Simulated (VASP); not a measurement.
KZnF3:

```
Zn K F
1.0
     4.07682    0.00000    0.00000
     0.00000    4.07682    0.00000
     0.00000    0.00000    4.07682
Zn K F
1 1 3
Cartesian
  2.0384 2.0384 2.0384
  0.0000 0.0000 0.0000
  2.0384 0.0000 2.0384
  0.0000 2.0384 2.0384
  2.0384 2.0384 0.0000
```

Base run:

* Program: VASP 6.6.1
* Functional: PBE
* Potentials or basis: VASP PAW PBE potentials, release 64 (Zn, K_sv, F)
* Cutoff: 520 eV
* k mesh: 7 × 7 × 7
* Occupations: fermi-dirac, width 0.05 eV
* Spin: no spin polarisation

Its results: band gap on the k mesh 3.85 eV, indirect (least direct gap 5.49 eV); pressure 3.2 GPa.

Q: The run is repeated on the same cell with these changes: functional from PBE to PBEsol; further incar settings from ALGO = Normal; EDIFF = 1e-06; NBANDS = 29 to ALGO = Normal; EDIFF = 1e-07; NBANDS = 29. What comes out?

A: Band gap on the k mesh 3.70 eV, indirect (least direct gap 5.33 eV); pressure -1.1 GPa.

Caveats: the PAW data sets were made with another functional, which shifts forces and pressure a little (some runs).

A k mesh can miss the band edges.
